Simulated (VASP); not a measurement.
# CoSi2 (Fm-3m) in VASP: a series of runs, part 2 of 2

VASP 6.6.1. The steps go on from the part before.

## (4) Single point, PBE, collinear spin, ferromagnetic start (12.84 Å³/atom)

This run uses another cell than the first one, of 12.84 Å³/atom.

File INCAR:

```
SYSTEM = CoSi2
  PREC = Accurate
  ENCUT = 520
  EDIFF = 1E-6
  ISMEAR = 0
  SIGMA = 0.15
  LREAL = .False.
  LASPH = .True.
  NELM = 150
  ALGO = Normal
  ISIF = 2
  LWAVE = .False.
  LCHARG = .False.
  ISPIN = 2
  MAGMOM = 0.825 0 0
  LORBIT = 11
  NUPDOWN = 0.825
  LMAXMIX = 4
  GGA = PE
  NBANDS = 20
```

File KPOINTS:

```
Automatic mesh
0
Gamma
  14 14 14
  0 0 0
```

File POSCAR:

```
CoSi2
1.0
    0.0000000000      2.6801763726      2.6801763726
    2.6801763726      0.0000000000      2.6801763726
    2.6801763726      2.6801763726      0.0000000000
Co Si
1 2
Direct
    0.0000000000      0.0000000000      0.0000000000
    0.2500000000      0.2500000000      0.2500000000
    0.7500000000      0.7500000000      0.7500000000
```

Potentials or basis: VASP PAW PBE potentials, release 64 (Co, Si).

On the command line:

```sh
$ cat potpaw_PBE.64/Co/POTCAR potpaw_PBE.64/Si/POTCAR > POTCAR
$ mpirun -np 1 vasp_std > vasp.out
```

OUTCAR:

```text
SYSTEM = CoSi2
   PREC = Accurate
   ENCUT = 520
   EDIFF = 1E-6
   ISMEAR = 0
   LREAL = .False.
   LASPH = .True.
   NELM = 150
   ISIF = 2
   ISPIN = 2
   LORBIT = 11
   NUPDOWN = 0.825
   GGA = PE

 ion  position               nearest neighbor table
   1  0.000  0.000  0.000-   3 2.32   3 2.32   3 2.32   2 2.32   3 2.32   2 2.32   2 2.32   2 2.32

   2  0.250  0.250  0.250-   1 2.32   1 2.32   1 2.32   1 2.32   3 2.68   3 2.68   3 2.68   3 2.68
                             3 2.68   3 2.68
   3  0.750  0.750  0.750-   1 2.32   1 2.32   1 2.32   1 2.32   2 2.68   2 2.68   2 2.68   2 2.68
                             2 2.68   2 2.68

  LATTYP: Found a face centered cubic cell.
 ALAT       =     5.3603527452

  Lattice vectors:

 A1 = (   0.0000000000,   2.6801763726,   2.6801763726)
 A2 = (   2.6801763726,   0.0000000000,   2.6801763726)
 A3 = (   2.6801763726,   2.6801763726,   0.0000000000)

Analysis of symmetry for initial positions (statically):
[... 757 lines left out ...]
      2       6.1157      1.00000
      3       6.1157      1.00000
      4       6.1158      1.00000
      5       8.3152      1.00000
      6       8.3152      1.00000
[... 541 lines left out ...]
     19      24.7793      0.00000
     20      26.8389      0.00000

 [... further k-points ...]
[... 5 lines left out ...]
  --------------------------------------------------------------------------------------
  -------------------------------------------------------------------------------------
  Total        0.5697018      0.5697018      0.5697018      0.0000000      0.0000000     -0.0000000
  in kB       23.7048966     23.7048966     23.7048966      0.0000000      0.0000000     -0.0000000
  external PRESSURE =      23.7048966 kB  Pullay stress =       0.0000000 kB

 VOLUME and BASIS-vectors are now :
 -----------------------------------------------------------------------------
  energy-cutoff  :      520.00
  volume of cell :       38.51
      direct lattice vectors                 reciprocal lattice vectors
     0.000000000  2.680176373  2.680176373    -0.186554887  0.186554887  0.186554887
     2.680176373  0.000000000  2.680176373     0.186554887 -0.186554887  0.186554887
     2.680176373  2.680176373  0.000000000     0.186554887  0.186554887 -0.186554887

 POSITION                                       TOTAL-FORCE (eV/Angst)
 -----------------------------------------------------------------------------------
      0.00000      0.00000      0.00000        -0.000000     -0.000000     -0.000000
      1.34009      1.34009      1.34009         0.000000      0.000000      0.000000
      4.02026      4.02026      4.02026        -0.000000     -0.000000     -0.000000
 -----------------------------------------------------------------------------------
    total drift:                               -0.000000     -0.000000      0.000000

  FREE ENERGIE OF THE ION-ELECTRON SYSTEM (eV)
  ---------------------------------------------------
  free  energy   TOTEN  =       -19.0048172313 eV

  energy  without entropy=      -18.9875248704  energy(sigma->0) =      -18.99617105

 total charge

# of ion       s       p       d       tot
------------------------------------------
    1        0.540   0.726   7.571   8.837
    2        0.725   0.870   0.000   1.594
    3        0.725   0.870   0.000   1.594
--------------------------------------------------
tot          1.990   2.465   7.571  12.026

 magnetization (x)

# of ion       s       p       d       tot
------------------------------------------
    1        0.010   0.101   0.393   0.504
    2        0.013   0.051   0.000   0.064
    3        0.013   0.051   0.000   0.064
--------------------------------------------------
tot          0.035   0.203   0.393   0.631
```

OSZICAR:

```text
N       E                     dE             d eps       ncg     rms          rms(c)
DAV:   1     0.683288120327E+02    0.68329E+02   -0.64705E+03  8360   0.808E+02
DAV:   2    -0.159373257331E+02   -0.84266E+02   -0.73700E+02  8872   0.186E+02
DAV:   3    -0.204643885827E+02   -0.45271E+01   -0.43722E+01 10096   0.457E+01
DAV:   4    -0.205383194350E+02   -0.73931E-01   -0.73779E-01  9708   0.527E+00
DAV:   5    -0.205404653945E+02   -0.21460E-02   -0.21457E-02 10396   0.962E-01    0.149E+01
DAV:   6    -0.248387448395E+02   -0.42983E+01   -0.18790E+01  9324   0.871E+01    0.200E+01
DAV:   7    -0.190497184079E+02    0.57890E+01   -0.98552E+00 10168   0.670E+01    0.321E+00
DAV:   8    -0.190380145781E+02    0.11704E-01   -0.53276E-01 10448   0.459E+00    0.210E+00
DAV:   9    -0.190050113627E+02    0.33003E-01   -0.68091E-02  9728   0.421E+00    0.812E-01
DAV:  10    -0.190047162855E+02    0.29508E-03   -0.25065E-03 10088   0.344E-01    0.320E-01
DAV:  11    -0.190049332600E+02   -0.21697E-03   -0.13350E-03  9768   0.580E-01    0.121E-01
DAV:  12    -0.190048066482E+02    0.12661E-03   -0.41345E-04 10360   0.365E-01    0.260E-02
DAV:  13    -0.190048171310E+02   -0.10483E-04   -0.22438E-05  9500   0.271E-02    0.155E-02
DAV:  14    -0.190048172313E+02   -0.10027E-06   -0.63959E-06  9436   0.334E-02
   1 F= -.19004817E+02 E0= -.18996171E+02  d E =-.172924E-01  mag=     0.8250
```

Run time: 3.6 min. Hardware: 1 thread of Intel Xeon 8259CL, shared host; peak memory 0.26 GiB.

Results:

```
Free energy                                           : -19.0048 eV
Pressure                                              : 2.4 GPa
Net moment                                            : 0.82 μB per cell
Site moments                                          : Co +0.50; Si +0.06 μB
Valence electrons inside the program's atomic spheres : Co 8.84; Si 1.59
```

Caveat: the total moment is fixed, so each spin has its own Fermi level.

## (5) Single point, PBE, collinear spin, ferromagnetic start (12.84 Å³/atom)

This run uses another cell than the first one, of 12.84 Å³/atom.

File INCAR:

```
  PREC = Accurate
  ENCUT = 520
  EDIFF = 1E-6
  ISMEAR = 0
  SIGMA = 0.15
  LREAL = False
  LASPH = True
  NELM = 150
  ALGO = Normal
  ISIF = 2
  LWAVE = False
  LCHARG = False
  ISPIN = 2
  MAGMOM = 0.275 0 0
  LORBIT = 11
  NUPDOWN = 0.275
  LMAXMIX = 4
  GGA = PE
  NBANDS = 20
```

File KPOINTS:

```
regular mesh
0
Gamma
  14 14 14
```

POSCAR is that of step 4.

On the command line:

```sh
$ cat potpaw_PBE.64/Co/POTCAR potpaw_PBE.64/Si/POTCAR > POTCAR
$ mpirun -np 1 vasp_std > vasp.out
```

Wall time 3.4 min (1 thread of Intel Xeon 8259CL, shared host); peak memory 0.26 GiB.

It converged, with:

- Free energy: -19.2714 eV
- Pressure: 0.0 GPa
- Net moment: 0.28 μB per cell
- Site moments: Co +0.18; Si +0.02 μB
- Valence electrons inside the program's atomic spheres: Co 8.85; Si 1.59

Caveat: the total moment is fixed, so each spin has its own Fermi level.

## (6) Single point, PBE, collinear spin, ferromagnetic start (12.84 Å³/atom)

This run uses another cell than the first one, of 12.84 Å³/atom.

File INCAR:

```
SYSTEM = CoSi2
PREC     = Accurate       ! precision mode
ENCUT    = 520            ! plane-wave cutoff, eV
EDIFF    = 1E-6           ! SCF threshold, eV
ISMEAR   = 0              ! smearing method
SIGMA    = 0.15           ! smearing width, eV
LREAL    = .False.        ! projectors in reciprocal space
LASPH    = .True.         ! aspherical terms in the spheres
NELM     = 150            ! most SCF steps
ALGO     = Normal         ! electronic algorithm
ISIF     = 2              ! what is computed and relaxed
LWAVE    = .False.        ! write WAVECAR
LCHARG   = .False.        ! write CHGCAR
ISPIN    = 2              ! spin polarisation
MAGMOM   = 1.375 0 0      ! initial moments
LORBIT   = 11             ! projections on sites
NUPDOWN  = 1.375          ! fixed moment
LMAXMIX  = 4              ! l up to which the mixer works
GGA      = PE             ! functional
NBANDS   = 20             ! bands
```

File KPOINTS:

```
Automatic mesh
0
Gamma
  14 14 14
  0 0 0
```

POSCAR is that of step 5.

Potentials or basis: VASP PAW PBE potentials, release 64 (Co, Si).

On the command line:

```sh
$ cat potpaw_PBE.64/Co/POTCAR potpaw_PBE.64/Si/POTCAR > POTCAR
$ mpirun -np 1 vasp_std > vasp.out
```

OUTCAR:

```text
SYSTEM = CoSi2
   PREC = Accurate
   ENCUT = 520
   EDIFF = 1E-6
   ISMEAR = 0
   LREAL = .False.
   LASPH = .True.
   NELM = 150
   ISIF = 2
   ISPIN = 2
   LORBIT = 11
   NUPDOWN = 1.375
   GGA = PE

 ion  position               nearest neighbor table
   1  0.000  0.000  0.000-   3 2.32   3 2.32   3 2.32   2 2.32   3 2.32   2 2.32   2 2.32   2 2.32

   2  0.250  0.250  0.250-   1 2.32   1 2.32   1 2.32   1 2.32   3 2.68   3 2.68   3 2.68   3 2.68
                             3 2.68   3 2.68
   3  0.750  0.750  0.750-   1 2.32   1 2.32   1 2.32   1 2.32   2 2.68   2 2.68   2 2.68   2 2.68
                             2 2.68   2 2.68

[... 1330 lines left out ...]
  energy-cutoff  :      520.00
  volume of cell :       38.51
      direct lattice vectors                 reciprocal lattice vectors
     0.000000000  2.680176373  2.680176373    -0.186554887  0.186554887  0.186554887
     2.680176373  0.000000000  2.680176373     0.186554887 -0.186554887  0.186554887
     2.680176373  2.680176373  0.000000000     0.186554887  0.186554887 -0.186554887

 POSITION                                       TOTAL-FORCE (eV/Angst)
 -----------------------------------------------------------------------------------
      0.00000      0.00000      0.00000         0.000000     -0.000000     -0.000000
      1.34009      1.34009      1.34009        -0.000000      0.000000      0.000000
      4.02026      4.02026      4.02026        -0.000000     -0.000000     -0.000000
 -----------------------------------------------------------------------------------
    total drift:                               -0.000000     -0.000000      0.000000

  FREE ENERGIE OF THE ION-ELECTRON SYSTEM (eV)
  ---------------------------------------------------
  free  energy   TOTEN  =       -18.4686361381 eV

  energy  without entropy=      -18.4458569152  energy(sigma->0) =      -18.45724653

 total charge

# of ion       s       p       d       tot
------------------------------------------
    1        0.542   0.716   7.559   8.817
    2        0.747   0.862   0.000   1.609
    3        0.747   0.862   0.000   1.609
--------------------------------------------------
tot          2.035   2.441   7.559  12.035

 magnetization (x)

# of ion       s       p       d       tot
------------------------------------------
    1        0.012   0.135   0.732   0.879
    2        0.037   0.070   0.000   0.107
    3        0.037   0.070   0.000   0.107
--------------------------------------------------
tot          0.086   0.275   0.732   1.093
```

OSZICAR:

```text
N       E                     dE             d eps       ncg     rms          rms(c)
DAV:   1     0.686048500088E+02    0.68605E+02   -0.65947E+03  8360   0.810E+02
DAV:   2    -0.154830826685E+02   -0.84088E+02   -0.74312E+02  8872   0.186E+02
DAV:   3    -0.200044817387E+02   -0.45214E+01   -0.43542E+01 10088   0.455E+01
DAV:   4    -0.200791320809E+02   -0.74650E-01   -0.74488E-01  9712   0.529E+00
DAV:   5    -0.200812981432E+02   -0.21661E-02   -0.21658E-02 10364   0.966E-01    0.156E+01
DAV:   6    -0.252587243586E+02   -0.51774E+01   -0.23033E+01  9312   0.933E+01    0.231E+01
DAV:   7    -0.185040463935E+02    0.67547E+01   -0.11996E+01 10276   0.703E+01    0.338E+00
DAV:   8    -0.185079186748E+02   -0.38723E-02   -0.72184E-01 10920   0.702E+00    0.249E+00
DAV:   9    -0.184688687592E+02    0.39050E-01   -0.83881E-02  9880   0.437E+00    0.812E-01
DAV:  10    -0.184685130191E+02    0.35574E-03   -0.33131E-03 11852   0.427E-01    0.309E-01
DAV:  11    -0.184686573006E+02   -0.14428E-03   -0.10062E-03  9752   0.477E-01    0.106E-01
DAV:  12    -0.184686291402E+02    0.28160E-04   -0.23505E-04 10160   0.265E-01    0.212E-02
DAV:  13    -0.184686349162E+02   -0.57761E-05   -0.15389E-05  9588   0.245E-02    0.130E-02
DAV:  14    -0.184686365932E+02   -0.16769E-05   -0.39752E-06  9452   0.133E-02    0.695E-03
DAV:  15    -0.184686361381E+02    0.45509E-06   -0.76728E-07  8176   0.751E-03
   1 F= -.18468636E+02 E0= -.18457247E+02  d E =-.227792E-01  mag=     1.3750
```

Run time: 3.6 min. Hardware: 1 thread of Intel Xeon 8259CL, shared host; peak memory 0.26 GiB.

Results:

```yaml
Free_energy: -18.4686 eV
Pressure: 7.8 GPa
Net_moment: 1.37 μB per cell
Site_moments: Co +0.88; Si +0.11 μB
Valence_electrons_inside_the_program's_atomic_spheres: Co 8.82; Si 1.61
```

Caveat: the cell stands under pressure; the total moment is fixed, so each spin has its own Fermi level.

## (7) Summary

| fixed moment (μB) | cell | pressure (GPa) | moment (μB) |
| --- | --- | --- | --- |
| 0.825 | a = 3.632 Å, angles 60.0°, 3 atoms | 32.4 | 0.82 |
| 1.65 | a = 3.686 Å, angles 60.0°, 3 atoms | 29.6 | 1.65 |
| 0.825 | a = 3.790 Å, angles 60.0°, 3 atoms | 2.4 | 0.82 |
| 0.275 | a = 3.790 Å, angles 60.0°, 3 atoms | 0.0 | 0.28 |
| 1.375 | a = 3.790 Å, angles 60.0°, 3 atoms | 7.8 | 1.37 |

Alike in all rows: task single point; level PBE; potentials or basis VASP PAW PBE potentials, release 64 (Co, Si); spin collinear, ferromagnetic start; k mesh 14 × 14 × 14; cutoff (eV) 520; smearing gaussian 0.15 eV.

Caveats: the total moment is fixed, so each spin has its own Fermi level; the cell stands under pressure (at least some runs).

Total energies depend on the potentials used, so only differences within one code and one set of settings carry meaning.
